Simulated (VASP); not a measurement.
The system is Si.

```
Si
1.0
     0.00000    2.71014    2.71014
     2.71014    0.00000    2.71014
     2.71014    2.71014    0.00000
Si
2
Direct
  0.00000 0.00000 0.00000
  0.25000 0.25000 0.25000
```

This cell differs from its parent crystal: strain -0.4%.

Base run:

| Property | Result |
| --- | --- |
| Program | VASP 6.6.1 |
| Functional | HSE06 |
| Potentials or basis | VASP PAW PBE potentials, release 64 (Si) |
| Cutoff | 520 eV |
| k mesh | 6 × 6 × 6 |
| Occupations | gaussian, width 0.01 eV |
| Spin | no spin polarisation |

Its results: band gap on the k mesh 1.28 eV, indirect (least direct gap 3.33 eV); pressure 0.8 GPa.

**Question.** The run is repeated on the same cell with these changes: functional from HSE06 to r2SCAN; k mesh from 6 × 6 × 6 to 8 × 8 × 8. What comes out?

**Answer.** Band gap on the k mesh 0.81 eV, indirect (least direct gap 2.76 eV); pressure 1.1 GPa.

Several settings changed at once, so the effect can't be laid on one alone.

Caveats: the PAW data sets were made with another functional, which shifts forces and pressure a little.

A k mesh can miss the band edges.
